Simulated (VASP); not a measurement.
# Li3Se2 (P-3m1) in VASP: a series of runs

The runs below take Li3Se2 through single point, relaxation of cell and atoms, with PBE.

All numbers are computed with VASP 6.6.1; they aren't measurements. Logs are shortened: lines on timing, memory, paths and dates and some standing lists are left out, and cuts for length are marked.

## Step 1: The cell of the first run

The structure is trigonal, space group P-3m1 (No. 164). Conventional cell: a = 4.311 Å, b = 4.311 Å, c = 5.753 Å, α = 90.00°, β = 90.00°, γ = 120.00°. Li (site symmetry -3m) has 6 Se at 2.83 Å and 6 Li at 3.06 Å within 3.7 Å. Within 3.4 Å of Li (site symmetry 3m) lie 5 Se at 2.53 to 3.11 Å and 6 Li at 3.06 to 3.33 Å. Se (site symmetry 3m) has 8 Li at 2.53 to 3.11 Å within 3.3 Å.

## Step 2: Single point, PBE

Input file INCAR:

```
SYSTEM = Li3Se2
ALGO     = Normal         ! electronic algorithm
EDIFF    = 1E-6           ! SCF threshold, eV
ENCUT    = 520            ! plane-wave cutoff, eV
GGA      = PE             ! functional
ISIF     = 2              ! what is computed and relaxed
ISMEAR   = 0              ! smearing method
LASPH    = .True.         ! aspherical terms in the spheres
LCHARG   = .False.        ! write CHGCAR
LREAL    = .False.        ! projectors in reciprocal space
LWAVE    = .False.        ! write WAVECAR
NBANDS   = 18             ! bands
NELM     = 60             ! most SCF steps
PREC     = Accurate       ! precision mode
SIGMA    = 0.1            ! smearing width, eV
```

Input file KPOINTS:

```
k-points
0
Gamma
  12 12 8
  0 0 0
```

Input file POSCAR:

```
Li3Se2
1.0
    4.3114715334      0.0000000000      0.0000000000
   -2.1557357667      3.7338438756      0.0000000000
    0.0000000000      0.0000000000      5.7525487007
Li Se
3 2
Direct
    0.0000000000      0.0000000000      0.0000000000
    0.3333333333      0.6666666667      0.6921159239
    0.6666666667      0.3333333333      0.3078840761
    0.3333333333      0.6666666667      0.2327779939
    0.6666666667      0.3333333333      0.7672220061
```

Potentials or basis: VASP PAW PBE potentials, release 64 (Li_sv, Se).

The run is started by

```console
$ cat potpaw_PBE.64/Li_sv/POTCAR potpaw_PBE.64/Se/POTCAR > POTCAR
$ mpirun -np 1 vasp_std > vasp.out
```

OUTCAR:

```text
SYSTEM = Li3Se2
   EDIFF = 1E-6
   ENCUT = 520
   GGA = PE
   ISIF = 2
   ISMEAR = 0
   LASPH = .True.
   LREAL = .False.
   NELM = 60
   PREC = Accurate

 ion  position               nearest neighbor table
   1  0.000  0.000  0.000-
   2  0.333  0.667  0.692-   5 2.53   5 2.53   5 2.53   4 2.64
   3  0.667  0.333  0.308-   4 2.53   4 2.53   4 2.53   5 2.64
   4  0.333  0.667  0.233-   3 2.53   3 2.53   3 2.53   2 2.64
   5  0.667  0.333  0.767-   2 2.53   2 2.53   2 2.53   3 2.64

  LATTYP: Found a hexagonal cell.
 ALAT       =     4.3114715334
 C/A-ratio  =     1.3342425332

  Lattice vectors:

 A1 = (   4.3114715334,   0.0000000000,   0.0000000000)
 A2 = (  -2.1557357667,   3.7338438756,   0.0000000000)
 A3 = (   0.0000000000,   0.0000000000,   5.7525487007)

Analysis of symmetry for initial positions (statically):
=====================================================================
 Subroutine PRICEL returns:
 Original cell was already a primitive cell.

 Routine SETGRP: Setting up the symmetry group for a
 hexagonal supercell.

 Subroutine GETGRP returns: Found 12 space group operations
 (whereof 12 operations were pure point group operations)
 out of a pool of 24 trial point group operations.

The static configuration has the point symmetry D_3d.

Analysis of symmetry for dynamics (positions and initial velocities):
=====================================================================
 Subroutine PRICEL returns:
 Original cell was already a primitive cell.

 Routine SETGRP: Setting up the symmetry group for a
 hexagonal supercell.

 Subroutine GETGRP returns: Found 12 space group operations
 (whereof 12 operations were pure point group operations)
 out of a pool of 24 trial point group operations.

The dynamic configuration has the point symmetry D_3d.

 Subroutine INISYM returns: Found 12 space group operations
 (whereof 12 operations are pure point group operations),
 and found     1 'primitive' translations

----------------------------------------------------------------------------------------

                                     Primitive cell

  volume of cell :      92.6066

  direct lattice vectors                    reciprocal lattice vectors
     4.311471533  0.000000000  0.000000000     0.231939372  0.133910259  0.000000000
[... 92 lines left out ...]
   EDIFF  = 0.1E-05   stopping-criterion for ELM
   LREAL  =      F    real-space projection
   EDIFFG = 0.1E-04   stopping-criterion for IOM
   NSW    =      0    number of steps for IOM
   IBRION =     -1    ionic relax: 0-MD 1-quasi-New 2-CG
   NFREE  =      0    steps in history (QN), initial steepest desc. (CG)
   ISIF   =      2    stress and relaxation
   ISYM   =      2    0-nonsym 1-usesym 2-fastsym
   POTIM  = 0.5000    time-step for ionic-motion
   TEBEG  =    0.0;   TEEND  =   0.0 temperature during run
   PSTRESS=    0.0 pullay stress
   NELECT =      21.0000    total number of electrons
   NUPDOWN=      -1.0000    fix difference up-down
   EMIN   =  10.00;   EMAX   =-10.00  energy-range for DOS
   EFERMI =   0.00;   METHOD = LEGACY
   ISMEAR =     0;   SIGMA  =   0.10  broadening in eV -4-tet -1-fermi 0-gaus
   EFERMI_NEDOS =   21; number of points for ismear=-14 and -15
   IALGO  =     38    algorithm
   IMIX   =      4    mixing-type and parameters
     AMIX     =   0.40;   BMIX     =  1.00
     AMIX_MAG =   1.60;   BMIX_MAG =  1.00
  volume/ion in A,a.u.               =      18.52       124.99
  Fermi-wavevector in a.u.,A,eV,Ry     =   0.998314  1.886540 13.559993  0.996631
  Thomas-Fermi vector in A             =   2.130529
   LORBIT       =      0    0 simple, 1 ext, 2 COOP (PROOUT), +10 PAW based schemes
   GGA     = PE    functional components
   LHFCALC =     F    Hartree Fock is set to
   AEXX    =    0.0000 exact exchange contribution
   IVDW    =     0    specifies the selected vdW correction
   LEPSILON=     F    determine dielectric tensor
   LRPA    =     F    only Hartree local field effects (RPA)
 non-spin polarized calculation
 Gauss-broadening in eV      SIGMA  =   0.10
  energy-cutoff  :      520.00
  volume of cell :       92.61
 maximum number of plane-waves:      2520
   NGX = 17   NGY = 17   NGZ = 21

 number of electron      21.0000000 magnetization

 Free energy of the ion-electron system (eV)
  ---------------------------------------------------
  ext. energy  EPLUGINS =         0.00000000
  ---------------------------------------------------
  free energy    TOTEN  =       -17.57527201 eV

  energy without entropy =      -17.55976631  energy(sigma->0) =      -17.56751916

 E-fermi :   1.3904     XC(G=0):  -8.5313

 val. band max:        1.3901309380   @ k =   0.2500   0.0833   0.1250
 cond. band min:       1.3907192084   @ k =   0.2500   0.1667   0.5000
 fundamental gap:      0.0005882703
 Fermi energy:         1.3904489557

 k-point     1 :       0.0000    0.0000    0.0000
  band No.  band energies     occupation
      1     -43.9130      2.00000
      2     -43.3290      2.00000
      3     -43.3250      2.00000
      4     -10.6051      2.00000
      5      -9.5842      2.00000
      6      -1.8406      2.00000
[... 481 lines left out ...]
      5      -9.6361      2.00000
      6      -1.5749      2.00000
[... 10 lines left out ...]
     17       9.4708      0.00000
     18       9.4917      0.00000

 [... further k-points ...]

------------------------ aborting loop because EDIFF is reached ----------------------------------------

  FORCE on cell =-STRESS in cart. coord.  units (eV):
  Direction    XX          YY          ZZ          XY          YZ          ZX
  --------------------------------------------------------------------------------------
  -------------------------------------------------------------------------------------
  Total       -0.0072038     -0.0072038     -0.0362470      0.0000000      0.0000000      0.0000000
  in kB       -0.1246324     -0.1246324     -0.6271057      0.0000000      0.0000000      0.0000000
  external PRESSURE =      -0.2921235 kB  Pullay stress =       0.0000000 kB

 VOLUME and BASIS-vectors are now :
 -----------------------------------------------------------------------------
  energy-cutoff  :      520.00
  volume of cell :       92.61
      direct lattice vectors                 reciprocal lattice vectors
     4.311471533  0.000000000  0.000000000     0.231939372  0.133910259  0.000000000
    -2.155735767  3.733843876  0.000000000     0.000000000  0.267820518  0.000000000
     0.000000000  0.000000000  5.752548701     0.000000000  0.000000000  0.173835990

 POSITION                                       TOTAL-FORCE (eV/Angst)
 -----------------------------------------------------------------------------------
      0.00000      0.00000      0.00000         0.000000      0.000000      0.000000
     -0.00000      2.48923      3.98143         0.000000      0.000000      0.002243
      2.15574      1.24461      1.77112        -0.000000     -0.000000     -0.002243
     -0.00000      2.48923      1.33907         0.000000     -0.000000     -0.001984
      2.15574      1.24461      4.41348         0.000000      0.000000      0.001984
 -----------------------------------------------------------------------------------
    total drift:                               -0.000000      0.000000      0.000000

  FREE ENERGIE OF THE ION-ELECTRON SYSTEM (eV)
  ---------------------------------------------------
  free  energy   TOTEN  =       -17.5752720114 eV

  energy  without entropy=      -17.5597663079  energy(sigma->0) =      -17.56751916
```

OSZICAR:

```text
N       E                     dE             d eps       ncg     rms          rms(c)
DAV:   1     0.104925640839E+03    0.10493E+03   -0.81377E+03  4716   0.108E+03
DAV:   2    -0.451152753027E+01   -0.10944E+03   -0.10643E+03  5980   0.234E+02
DAV:   3    -0.172654583693E+02   -0.12754E+02   -0.12664E+02  8612   0.569E+01
DAV:   4    -0.176724541813E+02   -0.40700E+00   -0.40604E+00  6568   0.133E+01
DAV:   5    -0.176947661308E+02   -0.22312E-01   -0.22307E-01  7334   0.241E+00    0.324E+00
DAV:   6    -0.175857749584E+02    0.10899E+00   -0.13006E-01  6062   0.164E+00    0.199E+00
DAV:   7    -0.175705405582E+02    0.15234E-01   -0.12160E-01  6478   0.160E+00    0.471E-01
DAV:   8    -0.175746259611E+02   -0.40854E-02   -0.20425E-02  6584   0.765E-01    0.138E-01
DAV:   9    -0.175749403916E+02   -0.31443E-03   -0.61771E-04  6710   0.149E-01    0.602E-02
DAV:  10    -0.175752488862E+02   -0.30849E-03   -0.41129E-04  5310   0.105E-01    0.143E-02
DAV:  11    -0.175752690049E+02   -0.20119E-04   -0.21731E-05  6550   0.316E-02    0.857E-03
DAV:  12    -0.175752720575E+02   -0.30526E-05   -0.70977E-06  5296   0.137E-02    0.441E-03
DAV:  13    -0.175752720114E+02    0.46038E-07   -0.23059E-07  5626   0.291E-03
   1 F= -.17575272E+02 E0= -.17567519E+02  d E =-.155057E-01
```

Run time: 4.2 min. Hardware: 1 thread of Intel Xeon 8259CL, shared host; peak memory 0.33 GiB.

Results:

| Property | Result |
| --- | --- |
| Free energy | -17.5753 eV |
| Band gap on the k mesh | zero (an odd number of electrons rules out a gap without spin polarisation) |

Forces on the atoms (eV/Å):
```
Li   0.000  0.000  0.000
Li   0.000  0.000  0.002
Li   0.000  0.000 -0.002
Se   0.000  0.000 -0.002
Se   0.000  0.000  0.002
```

Levels at points of the mesh, in eV from the Fermi level:
| k point | band 7 | band 8 | band 9 | band 10 | band 11 | band 12 | band 13 | band 14 | band 15 | band 16 |
| --- | --- | --- | --- | --- | --- | --- | --- | --- | --- | --- |
| (0.00, 0.00, 0.00) | -1.05 | -1.05 | -0.15 | -0.15 | 0.71 | 3.99 | 4.42 | 5.48 | 5.48 | 7.57 |
| (0.50, 0.00, 0.00) | -2.42 | -2.03 | -1.53 | -0.84 | -0.25 | 4.79 | 5.42 | 6.46 | 6.66 | 9.21 |
| (0.00, 0.00, 0.50) | -1.38 | -0.65 | -0.65 | -0.55 | -0.55 | 4.35 | 5.13 | 5.13 | 5.72 | 6.52 |
| (0.50, 0.00, 0.50) | -3.02 | -1.51 | -1.04 | -0.32 | -0.32 | 4.55 | 5.43 | 6.01 | 6.82 | 8.58 |

Caveat: the cutoff is under 1.25 times the usual one of these potentials, so pressure, stress and relaxed cells hold a basis-set (Pulay) error.

## Step 3: Relaxation of cell and atoms, PBE

Input file INCAR:

```
PREC = Accurate
ENCUT = 600
EDIFF = 1E-6
ISMEAR = 0
SIGMA = 0.1
LREAL = F
LASPH = T
NELM = 100
ALGO = Normal
ISIF = 3
LWAVE = F
LCHARG = F
GGA = PE
IBRION = 2
NSW = 100
EDIFFG = -0.01
```

Input file KPOINTS:

```
Automatic mesh
0
Gamma
  12 12 8
```

Input file POSCAR:

```
Li3Se2
1.0
    4.3103888510      0.0000000000      0.0000000000
   -2.1551944255      3.7329062451      0.0000000000
    0.0000000000      0.0000000000      5.7542633167
Li Se
3 2
Direct
    0.0000000000      0.0000000000      0.0000000000
    0.3333333333      0.6666666667      0.6909209660
    0.6666666667      0.3333333333      0.3090790340
    0.3333333333      0.6666666667      0.2325633976
    0.6666666667      0.3333333333      0.7674366024
```

Potentials or basis: VASP PAW PBE potentials, release 64 (Li_sv, Se).

The run is started by

```console
$ cat potpaw_PBE.64/Li_sv/POTCAR potpaw_PBE.64/Se/POTCAR > POTCAR
$ mpirun -np 1 vasp_std > vasp.out
```

OUTCAR:

```text
PREC = Accurate
   ENCUT = 600
   EDIFF = 1E-6
   ISMEAR = 0
   LREAL = F
   LASPH = T
   NELM = 100
   ISIF = 3
   GGA = PE
   IBRION = 2
   NSW = 100
   EDIFFG = -0.01

 ion  position               nearest neighbor table
   1  0.000  0.000  0.000-
   2  0.333  0.667  0.691-   5 2.53   5 2.53   5 2.53   4 2.64
   3  0.667  0.333  0.309-   4 2.53   4 2.53   4 2.53   5 2.64
   4  0.333  0.667  0.233-   3 2.53   3 2.53   3 2.53   2 2.64
   5  0.667  0.333  0.767-   2 2.53   2 2.53   2 2.53   3 2.64

  LATTYP: Found a hexagonal cell.
 ALAT       =     4.3103888510
 C/A-ratio  =     1.3349754548

  Lattice vectors:

 A1 = (   4.3103888510,   0.0000000000,   0.0000000000)
 A2 = (  -2.1551944255,   3.7329062451,   0.0000000000)
[... 282 lines left out ...]
      2     -43.2990      2.00000
      3     -43.2948      2.00000
      4     -10.5945      2.00000
      5      -9.5659      2.00000
      6      -1.8315      2.00000
      7       0.3632      2.00000
      8       0.3632      2.00000
      9       1.2624      1.96562
     10       1.2624      1.96562
     11       2.1258      0.00000
     12       5.4199      0.00000
     13       5.8407      0.00000
     14       6.9049      0.00000
[... 377 lines left out ...]
      1     -43.8785      2.00000
      2     -43.2987      2.00000
      3     -43.2950      2.00000
      4     -10.4767      2.00000
      5      -9.6178      2.00000
      6      -1.5647      2.00000
      7      -0.1664      2.00000
      8       0.0780      2.00000
      9       0.6013      2.00000
     10       1.2316      1.98929
     11       1.8408      0.00000
     12       6.1564      0.00000
     13       6.3177      0.00000
     14       7.1474      0.00000

 [... further k-points ...]

------------------------ aborting loop because EDIFF is reached ----------------------------------------

  FORCE on cell =-STRESS in cart. coord.  units (eV):
  Direction    XX          YY          ZZ          XY          YZ          ZX
  --------------------------------------------------------------------------------------
  -------------------------------------------------------------------------------------
  Total        0.0412540      0.0412540      0.0139251      0.0000000     -0.0000000      0.0000000
  in kB        0.7163330      0.7163330      0.2417945      0.0000000     -0.0000000      0.0000000
  external PRESSURE =       0.5581535 kB  Pullay stress =       0.0000000 kB
[... 20 lines left out ...]
  FREE ENERGIE OF THE ION-ELECTRON SYSTEM (eV)
  ---------------------------------------------------
  free  energy   TOTEN  =       -17.5742215997 eV

  energy  without entropy=      -17.5587529961  energy(sigma->0) =      -17.56648730

 reached required accuracy - stopping structural energy minimisation
```

It took 8.5 min on 1 thread of Intel Xeon 8259CL, shared host; peak memory 0.38 GiB.

What came out:

| Item | Value |
| --- | --- |
| Free energy | -17.5742 eV |
| Relaxed volume | 18.45 Å³/atom |
| Relaxed cell | a = 4.306 Å, b = 4.306 Å, c = 5.748 Å, α = 90.00°, β = 90.00°, γ = 120.00° |
| Space group after relaxing (to 0.1 Å) | P-3m1 (No. 164) |
| Energy gained by relaxing | 0.0 meV/atom |
| Ionic steps | 3 |
| Pressure after relaxing | 0.1 GPa |
| Largest force after relaxing | 0.008 eV/Å |
| Band gap on the k mesh | zero (an odd number of electrons rules out a gap without spin polarisation) |

Forces in eV/Å, atoms in the order of the input:
```
Li   0.000  0.000  0.000
Li   0.000  0.000  0.008
Li   0.000  0.000 -0.008
Se   0.000  0.000  0.002
Se   0.000  0.000 -0.002
```

Final structure:
```
Li Se
1.0
     4.30551    0.00000    0.00000
    -2.15275    3.72868    0.00000
     0.00000    0.00000    5.74755
Li Se
3 2
Direct
  0.00000 0.00000 0.00000
  0.33333 0.66667 0.69127
  0.66667 0.33333 0.30873
  0.33333 0.66667 0.23254
  0.66667 0.33333 0.76746
```

Levels at points of the mesh, in eV from the Fermi level:
| k point | band 7 | band 8 | band 9 | band 10 | band 11 | band 12 | band 13 | band 14 |
| --- | --- | --- | --- | --- | --- | --- | --- | --- |
| (0.00, 0.00, 0.00) | -1.05 | -1.05 | -0.15 | -0.15 | 0.71 | 4.01 | 4.43 | 5.49 |
| (0.50, 0.00, 0.00) | -2.43 | -2.03 | -1.53 | -0.85 | -0.24 | 4.80 | 5.44 | 6.46 |
| (0.00, 0.00, 0.50) | -1.38 | -0.65 | -0.65 | -0.55 | -0.55 | 4.35 | 5.13 | 5.13 |
| (0.50, 0.00, 0.50) | -3.03 | -1.52 | -1.04 | -0.32 | -0.32 | 4.55 | 5.44 | 6.02 |

Caveat: the cutoff is under 1.25 times the usual one of these potentials, so pressure, stress and relaxed cells hold a basis-set (Pulay) error.
